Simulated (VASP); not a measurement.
# H2CO2 in VASP: a series of runs, part 2 of 2

VASP 6.6.1. Earlier steps stand in the parts before.

## 3. Single point, PBE+D3(BJ)

File INCAR:

```
SYSTEM = H2CO2
ALGO = Normal
EDIFF = 1E-7
ENCUT = 520
GGA = PE
ISIF = 2
ISMEAR = -1
IVDW = 12
LASPH = .TRUE.
LCHARG = .FALSE.
LREAL = Auto
LWAVE = .FALSE.
NBANDS = 98
NELM = 100
PREC = Accurate
SIGMA = 0.02
```

File KPOINTS:

```
k-points
0
G
  1 1 1
  0 0 0
```

File POSCAR:

```
H2CO2
1.0
    7.3876590000      0.0000000000      0.0000000000
    0.0000000000      7.3876590000      0.0000000000
    0.0000000000      0.0000000000      7.3876590000
O C H
16 8 16
Direct
    0.0563642691      0.2668233604      0.6540908290
    0.3438572354      0.1648695480      0.6635796265
    0.8219383163      0.8221142855      0.1689709826
    0.8982683148      1.0720852167      0.0098407357
    0.2460590019      0.4615399817      0.1704599522
    0.2690838871      0.4985476455     -0.1375266509
    0.5878587520      0.9503281080      0.5034071010
    0.3672475949      0.7362954895      0.4772418435
    0.7228812267      0.3886616857      0.8105138583
    0.7951910071      0.6719584648      0.8597987536
    0.7942840892      0.4029693303      0.2749179409
    0.6030733146      0.3947935334      0.5099856396
    0.4884091158      0.8535044728      0.8733213052
    0.5269734296      1.0697705457      1.0881525528
    0.1651131976      0.9864965343      0.3615895103
    0.2135317832      0.8040706806      0.1157470858
    0.2352165957      0.2807926029      0.6231879409
    0.8534097202      0.9968651775      0.1518342955
    0.3025450958      0.4206880691      0.0027748980
    0.5168348999      0.7953128318      0.4685787473
    0.8392374364      0.5149669198      0.8637648273
    0.6362502655      0.3715249986      0.3520601046
    0.5599744114      1.0031459221      0.9402437227
    0.1825476785      0.9508830876      0.1892074336
    0.0317150534      0.1635430114      0.7387725936
    0.2675001648      0.4074362393      0.5450576428
    0.8270820296      0.7624066027      0.0438704602
    0.8707765207      1.0633950484      0.2875606467
    0.2120428136      0.5982003230      0.1777559035
    0.3750714536      0.2951408559      0.0065243943
    0.5007404917      1.0349286560      0.5682855692
    0.6198986716      0.6939546073      0.4429278612
    0.6291708916      0.4349144973      0.7292296518
    0.9769806646      0.4679966956      0.9053612247
    0.8799404520      0.4378247561      0.3719175452
    0.5481032625      0.3114653776      0.2500115395
    0.3905161297      0.8154545303      0.9657457119
    0.6723645474      1.0609450165      0.8644010234
    0.2148718559      0.8654568382      0.4252226585
    0.1732483863      1.0757805686      0.1178857876
```

Potentials or basis: VASP PAW PBE potentials, release 64 (O, C, H).

Launch:

```
> cat potpaw_PBE.64/O/POTCAR potpaw_PBE.64/C/POTCAR potpaw_PBE.64/H/POTCAR > POTCAR
> mpirun -np 1 vasp_gam > vasp.out
```

OUTCAR:

```text
SYSTEM = H2CO2
   EDIFF = 1E-7
   ENCUT = 520
   GGA = PE
   ISIF = 2
   ISMEAR = -1
   IVDW = 12
   LASPH = .TRUE.
   LREAL = Auto
   NELM = 100
   PREC = Accurate
 IVDW          = 12

 ion  position               nearest neighbor table
   1  0.056  0.267  0.654-  25 1.00  17 1.34
   2  0.344  0.165  0.664-  17 1.21
   3  0.822  0.822  0.169-  27 1.02  18 1.32
   4  0.898  0.072  0.010-  18 1.23
   5  0.246  0.462  0.170-  29 1.04  19 1.34
   6  0.269  0.499  0.862-  19 1.21
   7  0.588  0.950  0.503-  31 1.02  20 1.29
   8  0.367  0.736  0.477-  20 1.19
   9  0.723  0.389  0.811-  33 0.98  21 1.33
  10  0.795  0.672  0.860-  21 1.20
  11  0.794  0.403  0.275-  35 0.99  22 1.32
  12  0.603  0.395  0.510-  22 1.20
  13  0.488  0.854  0.873-  37 1.03  23 1.32
  14  0.527  0.070  0.088-  23 1.22
  15  0.165  0.986  0.362-  39 1.08  24 1.31
  16  0.214  0.804  0.116-  24 1.23
  17  0.235  0.281  0.623-  26 1.12   2 1.21   1 1.34
[... 9 lines left out ...]
  27  0.827  0.762  0.044-   3 1.02
  28  0.871  0.063  0.288-  18 1.12
  29  0.212  0.598  0.178-   5 1.04
  30  0.375  0.295  0.007-  19 1.07
[... 8 lines left out ...]
  39  0.215  0.865  0.425-  15 1.08
  40  0.173  0.076  0.118-  24 1.06

  LATTYP: Found a simple cubic cell.
 ALAT       =     7.3876590000

  Lattice vectors:

 A1 = (   7.3876590000,   0.0000000000,   0.0000000000)
 A2 = (   0.0000000000,   7.3876590000,   0.0000000000)
 A3 = (   0.0000000000,   0.0000000000,   7.3876590000)

Analysis of symmetry for initial positions (statically):
=====================================================================
 Subroutine PRICEL returns:
 Original cell was already a primitive cell.

 Routine SETGRP: Setting up the symmetry group for a
 simple cubic supercell.

 Subroutine GETGRP returns: Found  1 space group operations
 (whereof  1 operations were pure point group operations)
 out of a pool of 48 trial point group operations.

The static configuration has the point symmetry C_1 .

[... 186 lines left out ...]
  Fermi-wavevector in a.u.,A,eV,Ry     =   1.161508  2.194932 18.355627  1.349101
  Thomas-Fermi vector in A             =   2.298079
   LORBIT       =      0    0 simple, 1 ext, 2 COOP (PROOUT), +10 PAW based schemes
   GGA     = PE    functional components
   LHFCALC =     F    Hartree Fock is set to
   AEXX    =    0.0000 exact exchange contribution
   IVDW    =    12    specifies the selected vdW correction
   LEPSILON=     F    determine dielectric tensor
   LRPA    =     F    only Hartree local field effects (RPA)
 non-spin polarized calculation
  energy-cutoff  :      520.00
  volume of cell :      403.20
 maximum number of plane-waves:      5414
 NGX is ok and might be reduce to    54
   NGX = 27   NGY = 27   NGZ = 27

 number of electron     143.9999998 magnetization

 Free energy of the ion-electron system (eV)
  ---------------------------------------------------
  ext. energy  EPLUGINS =         0.00000000
  ---------------------------------------------------
  free energy    TOTEN  =      -238.56169826 eV

  energy without entropy =     -238.56169826  energy(sigma->0) =     -238.56169826

 E-fermi :  -0.8789     XC(G=0):  -7.9359

 val. band max:       -1.3985699711   @ k =   0.0000   0.0000   0.0000
 cond. band min:       2.6884471764   @ k =   0.0000   0.0000   0.0000
 fundamental gap:      4.0870171475
 Fermi energy:        -0.8789381579

 k-point     1 :       0.0000    0.0000    0.0000
  band No.  band energies     occupation
      1     -23.7908      2.00000
      2     -23.6981      2.00000
      3     -23.3971      2.00000
      4     -23.2482      2.00000
      5     -23.1614      2.00000
      6     -22.9084      2.00000
[... 76 lines left out ...]
     83       6.2161      0.00000
     84       6.4179      0.00000
 [bands above 84 left out]

------------------------ aborting loop because EDIFF is reached ----------------------------------------

 Edisp (eV)   -2.35690

 E8    (eV) :    -0.5580

  FORCE on cell =-STRESS in cart. coord.  units (eV):
  Direction    XX          YY          ZZ          XY          YZ          ZX
  --------------------------------------------------------------------------------------
  -------------------------------------------------------------------------------------
  Total      15.96967    11.83362     8.52167    -2.38353     0.73160     1.81189
  in kB      63.45793    47.02272    33.86218    -9.47131     2.90713     7.19981
  external pressure =       48.11 kB  Pullay stress =        0.00 kB

 VOLUME and BASIS-vectors are now :
 -----------------------------------------------------------------------------
  energy-cutoff  :      520.00
  volume of cell :      403.20
      direct lattice vectors                 reciprocal lattice vectors
     7.387659000  0.000000000  0.000000000     0.135360877  0.000000000  0.000000000
     0.000000000  7.387659000  0.000000000     0.000000000  0.135360877  0.000000000
     0.000000000  0.000000000  7.387659000     0.000000000  0.000000000  0.135360877

 POSITION                                       TOTAL-FORCE (eV/Angst)
 -----------------------------------------------------------------------------------
      0.41640      1.97120      4.83220        -0.030128     -0.422750      0.448854
      2.54030      1.21800      4.90230         0.577440     -0.971449      0.569883
      6.07220      6.07350      1.24830        -0.412864     -0.383992      0.138201
      6.63610      0.53254      0.07270         0.183862      0.160552     -0.008556
      1.81780      3.40970      1.25930        -0.093220      1.054857      0.212331
      1.98790      3.68310      6.37166        -0.145922      1.243791     -0.518055
[... 32 lines left out ...]
      1.58740      6.39370      3.14140        -0.097811      1.037602      0.239116
      1.27990      0.55984      0.87090         0.083608      0.697848     -1.028822
 -----------------------------------------------------------------------------------
    total drift:                                0.006473      0.000640     -0.018356

  FREE ENERGIE OF THE ION-ELECTRON SYSTEM (eV)
  ---------------------------------------------------
  free  energy   TOTEN  =      -240.9185975632 eV

  energy  without entropy=     -240.9185975632  energy(sigma->0) =     -240.91859756
```

OSZICAR:

```text
N       E                     dE             d eps       ncg     rms          rms(c)
DAV:   1     0.121322823994E+04    0.12132E+04   -0.84878E+04   204   0.142E+03
DAV:   2    -0.146025622903E+03   -0.13593E+04   -0.12828E+04   246   0.345E+02
DAV:   3    -0.253274276798E+03   -0.10725E+03   -0.10621E+03   232   0.104E+02
DAV:   4    -0.255241024791E+03   -0.19667E+01   -0.19606E+01   232   0.153E+01
DAV:   5    -0.255291211543E+03   -0.50187E-01   -0.50126E-01   232   0.228E+00    0.286E+01
DAV:   6    -0.240163112106E+03    0.15128E+02   -0.45484E+01   224   0.235E+01    0.129E+01
DAV:   7    -0.238870415111E+03    0.12927E+01   -0.27171E+00   232   0.620E+00    0.694E+00
DAV:   8    -0.238567277086E+03    0.30314E+00   -0.15036E+00   224   0.442E+00    0.157E+00
DAV:   9    -0.238555705076E+03    0.11572E-01   -0.17092E-01   224   0.159E+00    0.666E-01
DAV:  10    -0.238559955821E+03   -0.42507E-02   -0.24696E-02   224   0.694E-01    0.217E-01
DAV:  11    -0.238561184659E+03   -0.12288E-02   -0.32867E-03   216   0.249E-01    0.117E-01
DAV:  12    -0.238561710515E+03   -0.52586E-03   -0.13845E-03   216   0.193E-01    0.572E-02
DAV:  13    -0.238561719165E+03   -0.86496E-05   -0.35380E-04   240   0.103E-01    0.241E-02
DAV:  14    -0.238561706832E+03    0.12333E-04   -0.13199E-04   232   0.447E-02    0.176E-02
DAV:  15    -0.238561699273E+03    0.75588E-05   -0.21566E-05   232   0.260E-02    0.551E-03
DAV:  16    -0.238561698245E+03    0.10286E-05   -0.60436E-06   216   0.112E-02    0.296E-03
DAV:  17    -0.238561698257E+03   -0.12553E-07   -0.99939E-07   240   0.413E-03
   1 F= -.24091860E+03 E0= -.24091860E+03  d E =-.561655E-11
```

stdout:

```text
POSCAR found type information on POSCAR O C H
 POSCAR found :  3 types and      40 ions
 scaLAPACK will be used
 LDA part: xc-table for (Slater+PW92), standard interpolation
 POSCAR, INCAR and KPOINTS ok, starting setup
 FFT: planning ... GRIDC
 FFT: planning ... GRID_SOFT
 FFT: planning ... GRID
 WAVECAR not read
 entering main loop
```

Run time: 70 s. Hardware: 1 thread of Intel Xeon Platinum 8259CL at 2.50GHz (Skylake/Cascade Lake), shared host; peak memory 0.38 GiB.

Results:

```
Free energy                : -240.9186 eV
Pressure                   : 4.8 GPa
Largest force              : 4.614 eV/Å
Band gap on the k mesh     : 4.09 eV
Dispersion energy per atom : -0.059 eV
```

Forces in eV/Å, atoms in the order of the input:
```
O   -0.030 -0.423  0.449
O    0.577 -0.971  0.570
O   -0.413 -0.384  0.138
O    0.184  0.161 -0.009
O   -0.093  1.055  0.212
O   -0.146  1.244 -0.518
O   -0.205  1.913  0.635
O   -4.584 -0.459  0.251
O    1.296 -1.037  1.115
O    0.173  2.314 -0.020
O    1.421  0.431  0.045
O   -0.645  0.381  0.416
O   -1.197  0.093  1.090
O   -1.060  0.055  0.975
O    0.343 -2.053  0.586
O    0.079 -0.597  0.071
C   -0.617  1.116 -1.037
C    1.030  0.608  0.684
C   -0.424 -0.610  0.906
C    3.851 -1.368  0.112
C   -0.116 -1.994 -0.190
C   -0.287 -0.793 -1.050
C    0.591 -0.223 -0.639
C    0.911  1.119  0.331
H    0.032  0.442 -0.539
H   -0.139 -0.660  0.276
H   -0.017  0.193 -0.013
H   -0.773 -0.197 -0.638
H    0.153 -0.706 -0.294
H    0.620 -0.845 -0.049
H   -0.003  0.095 -0.438
H    0.838  0.065 -0.454
H   -0.236  0.317 -0.103
H   -0.803 -0.125  0.003
H   -0.032  0.044 -0.275
H   -0.465  0.002  0.006
H    0.393  0.162 -0.980
H   -0.193 -0.096 -0.834
H   -0.098  1.038  0.239
H    0.084  0.698 -1.029
```

Caveat: the k points lie up to 0.85 Å⁻¹ apart, too coarse for converged energies, forces and pressures; the atoms stand as in a frame of molecular dynamics.
